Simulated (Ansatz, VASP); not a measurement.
AlGa3As4: VASP beside Ansatz

INCAR

```
SYSTEM = AlGa3As4
  PREC = Accurate
  ENCUT = 520
  EDIFF = 1E-6
  ISMEAR = 0
  SIGMA = 0.1
  LREAL = .False.
  LASPH = .True.
  NELM = 60
  ALGO = Normal
  ISIF = 2
  LWAVE = .False.
  LCHARG = .False.
  GGA = PE
  NBANDS = 41
```

The input KPOINTS:

```
regular mesh
0
Gamma
  4 4 2
  0 0 0
```

File POSCAR:

```
AlGa3As4
1.0
    3.8919921500      0.0000000000      0.0000000000
    0.0000000000      3.8919921500      0.0000000000
    0.0000000000      0.0000000000     11.0082161600
Al Ga As
1 3 4
Direct
    0.0000000000      0.0000000000      0.5000000000
    0.0000000000      0.0000000000      0.0000000000
    0.5000000000      0.5000000000      0.2500000000
    0.5000000000      0.5000000000      0.7500000000
    0.5000000000      0.0000000000      0.3750000000
    0.0000000000      0.5000000000      0.6250000000
    0.5000000000      0.0000000000      0.8750000000
    0.0000000000      0.5000000000      0.1250000000
```

Input for Ansatz:

```yaml
crystal:
  lattice:
    - [3.89199215, 0.0, 0.0]
    - [0.0, 3.89199215, 0.0]
    - [0.0, 0.0, 11.00821616]
  atoms:
    - { symbol: Al, position: [0.0, 0.0, 0.5] }
    - { symbol: Ga, position: [0.0, 0.0, 0.0] }
    - { symbol: Ga, position: [0.5, 0.5, 0.25] }
    - { symbol: Ga, position: [0.5, 0.5, 0.75] }
    - { symbol: As, position: [0.5, 0.0, 0.375] }
    - { symbol: As, position: [0.0, 0.5, 0.625] }
    - { symbol: As, position: [0.5, 0.0, 0.875] }
    - { symbol: As, position: [0.0, 0.5, 0.125] }
basis:
  ecutwfc: 420
kpoints:
  mp_grid: { grid: [4, 4, 2] }
hamiltonian:
  xc: pbe
scf:
  occupations: { method: gaussian, width: 0.1 }
  lower_state_search: "off"
output:
  forces: true
  stress: true
  eigenvalues: true
```

Alike in both runs: task single point; functional PBE; k mesh 4 × 4 × 2; occupations gaussian, width 0.1 eV; no spin polarisation.

|  | VASP | Ansatz |
| --- | --- | --- |
| version | VASP 6.6.1 | Ansatz 0.2.0 |
| potentials or method | VASP PAW PBE potentials, release 64 (Al, Ga_d, As), cutoff 520 eV | scalar-relativistic, plane waves, PAW |
| valence electrons in the cell | 62 | 102 |

Ansatz gave:

- gap on the k mesh at the Fermi level (eV): 1.27
- least direct gap on the mesh (eV): 1.30
- pressure (GPa): 10.7
- traceless stress, the component that is largest in VASP (GPa): -0.82
- rms of the force components (eV/Å): 0.035

**Question.** Which values does VASP return?

**Answer.** gap on the k mesh at the Fermi level (eV): 1.26; least direct gap on the mesh (eV): 1.29; pressure (GPa): 10.9; traceless stress, the component that is largest in VASP (GPa): -0.82; rms of the force components (eV/Å): 0.036.

Atom by atom the forces differ by 0.001 eV/Å (rms over components). VASP's potentials hold 62 valence electrons a cell and Ansatz's 102, so a difference there can come from the potentials and not from the codes.
